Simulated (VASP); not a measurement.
Here is a VASP 6.6.1 calculation.

File INCAR:

```
SYSTEM = AlRu
ALGO     = Fast           ! electronic algorithm
EDIFF    = 1E-6           ! SCF threshold, eV
ENCUT    = 520            ! plane-wave cutoff, eV
GGA      = PE             ! functional
ISIF     = 2              ! what is computed and relaxed
ISMEAR   = 0              ! smearing method
LASPH    = .TRUE.         ! aspherical terms in the spheres
LCHARG   = .FALSE.        ! write CHGCAR
LREAL    = .FALSE.        ! projectors in reciprocal space
LWAVE    = .FALSE.        ! write WAVECAR
NBANDS   = 16             ! bands
NELM     = 100            ! most SCF steps
PREC     = Accurate       ! precision mode
SIGMA    = 0.15           ! smearing width, eV
```

The input KPOINTS:

```
k-points
0
G
  16 16 16
  0 0 0
```

The input POSCAR:

```
AlRu
1.0
    2.9916000000      0.0000000000      0.0673110000
    0.0000000000      2.9916000000      0.0000000000
    0.0673110000      0.0000000000      2.9916000000
Al Ru
1 1
Direct
    0.0000000000      0.0000000000      0.0000000000
    0.5000000000      0.5000000000      0.5000000000
```

Potentials or basis: VASP PAW PBE potentials, release 64 (Al, Ru_pv).

Run with:

```bash
$ cat potpaw_PBE.64/Al/POTCAR potpaw_PBE.64/Ru_pv/POTCAR > POTCAR
$ mpirun -np 1 vasp_std > vasp.out
```

Predict the band gap on the k mesh.

zero (an odd number of electrons rules out a gap without spin polarisation).

Predict the pressure.

3.0 GPa.

Stress tensor (GPa, compression positive):
```
 2.98  0.00 -5.85
 0.00  3.02  0.00
-5.85  0.00  2.98
```

Caveat: the cell differs from its parent crystal (strain +0.0450 x Voigt [0, 0, 0, 0, 1, 0]).
